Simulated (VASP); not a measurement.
Here is a VASP 6.6.1 calculation.

Contents of INCAR:

```
PREC = Accurate
ENCUT = 500
EDIFF = 1E-6
ISMEAR = -1
SIGMA = 0.05
LREAL = False
LASPH = True
NELM = 120
ALGO = Normal
ISIF = 2
LWAVE = False
LCHARG = True
GGA = PE
LELF = True
LVHAR = True
NBANDS = 17
GGA_COMPAT = False
```

File KPOINTS:

```
regular mesh
0
Gamma
  7 7 7
```

File POSCAR:

```
TePb
1.0
    4.0807831442      0.0000000000      0.0000000000
    0.0000000000      4.0807831442      0.0000000000
    0.0000000000      0.0000000000      4.0807831442
Pb Te
1 1
Direct
    0.0000000000      0.0000000000      0.0000000000
    0.5000000000      0.5000000000      0.5000000000
```

Potentials or basis: VASP PAW PBE potentials, release 64 (Pb_d, Te).

The run is started by

```console
$ cat potpaw_PBE.64/Pb_d/POTCAR potpaw_PBE.64/Te/POTCAR > POTCAR
$ mpirun -np 1 vasp_std > vasp.out
```

Task: What does it give for the pressure?

Result: -2.2 GPa.

Task: What does it give for the band gap on the k mesh?

Result: Zero (bands 10 and 11 overlap by 0.66 eV).

Caveat: semilocal functionals underestimate gaps, so a narrow gap can read as zero; spin-orbit coupling is left out, which moves the levels of the heavy elements.
